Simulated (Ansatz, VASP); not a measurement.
# Two plane-wave programs on SiO2

Contents of INCAR:

```
SYSTEM = SiO2
PREC     = Accurate       ! precision mode
ENCUT    = 520            ! plane-wave cutoff, eV
EDIFF    = 1E-7           ! SCF threshold, eV
ISMEAR   = 0              ! smearing method
SIGMA    = 0.05           ! smearing width, eV
LREAL    = .FALSE.        ! projectors in reciprocal space
LASPH    = .TRUE.         ! aspherical terms in the spheres
NELM     = 60             ! most SCF steps
ALGO     = Normal         ! electronic algorithm
ISIF     = 2              ! what is computed and relaxed
LWAVE    = .FALSE.        ! write WAVECAR
LCHARG   = .FALSE.        ! write CHGCAR
NBANDS   = 25             ! bands
```

Contents of KPOINTS:

```
regular mesh
0
G
  6 6 8
  0 0 0
```

Contents of POSCAR:

```
SiO2
1.0
    4.1801000000      0.0000000000      0.0000000000
    0.0000000000      4.1801000000      0.0000000000
    0.0000000000      0.0000000000      2.5336000000
Si O
2 4
Direct
    0.5000000000      0.5000000000      0.5000000000
    0.0000000000      0.0000000000      0.0000000000
    0.6944252994      0.6944252994      0.0000000000
    0.1944252994      0.8055747006      0.5000000000
    0.3055747006      0.3055747006      0.0000000000
    0.8055747006      0.1944252994      0.5000000000
```

Input for Ansatz:

```yaml
crystal:
  lattice:
    - [4.1801, 0.0, 0.0]
    - [0.0, 4.1801, 0.0]
    - [0.0, 0.0, 2.5336]
  atoms:
    - { symbol: Si, position: [0.5, 0.5, 0.5] }
    - { symbol: Si, position: [0.0, 0.0, 0.0] }
    - { symbol: O, position: [0.6944252994, 0.6944252994, 0.0] }
    - { symbol: O, position: [0.1944252994, 0.8055747006, 0.5] }
    - { symbol: O, position: [0.3055747006, 0.3055747006, 0.0] }
    - { symbol: O, position: [0.8055747006, 0.1944252994, 0.5] }
basis:
  ecutwfc: 520.0
kpoints:
  mp_grid: { grid: [6, 6, 8] }
hamiltonian:
  xc: lda
  pseudopotentials: { kind: paw, azcp: { folder: soft_1 } }
scf:
  occupations: { method: gaussian, width: 0.05 }
output:
  forces: true
  stress: true
  eigenvalues: true
```

Alike in both runs: task single point; functional LDA; k mesh 6 × 6 × 8; occupations gaussian, width 0.05 eV; no spin polarisation.

|  | VASP | Ansatz |
| --- | --- | --- |
| version | VASP 6.6.1 | Ansatz 0.2.0 |
| potentials or method | VASP PAW LDA potentials, release 64 (Si, O), cutoff 520 eV | scalar-relativistic, plane waves, PAW |
| valence electrons in the cell | 32 | 32 |

Ansatz gave:

- gap on the k mesh at the Fermi level (eV): 6.66
- least direct gap on the mesh (eV): 6.66
- pressure (GPa): 17.0
- traceless stress, the component that is largest in VASP (GPa): 22.47
- rms of the force components (eV/Å): 0.009

Question: Which values does VASP return?

Answer: gap on the k mesh at the Fermi level (eV): 6.66; least direct gap on the mesh (eV): 6.66; pressure (GPa): 18.3; traceless stress, the component that is largest in VASP (GPa): 23.44; rms of the force components (eV/Å): 0.039.

Ansatz warns that its potentials were made for another functional, while VASP's fit it. LDA's correlation is that of Perdew and Zunger in VASP and of Perdew and Wang (1992) in Ansatz. Atom by atom the forces differ by 0.030 eV/Å (rms over components).
